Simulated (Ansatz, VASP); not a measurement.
One calculation of Pd, two programs

```
CELL_PARAMETERS angstrom
0.00000 1.88655 1.94490
1.88655 0.00000 1.94490
1.88655 1.88655 0.00000
ATOMIC_POSITIONS crystal
Pd 0.00000 0.00000 0.00000
```

Change from the starting cell: equal xx and yy strain of -3 %.

Alike in both runs: task single point; functional PBE; k mesh 18 × 18 × 18; occupations fermi-dirac, width 0.05 eV; no spin polarisation.

|  | VASP | Ansatz |
| --- | --- | --- |
| version | VASP 6.6.1 | Ansatz 0.2.0 |
| potentials or method | VASP PAW PBE potentials, release 64 (Pd), cutoff 520 eV | all-electron LAPW, scalar-relativistic |

```tsv
	VASP	Ansatz	Ansatz less VASP
pressure (GPa)	22.1	22.5	+0.36
traceless stress, the component that is largest in VASP (GPa)	-1.75	-1.77	-0.025
```

Ansatz ran all-electron here, and VASP with PAW potentials.
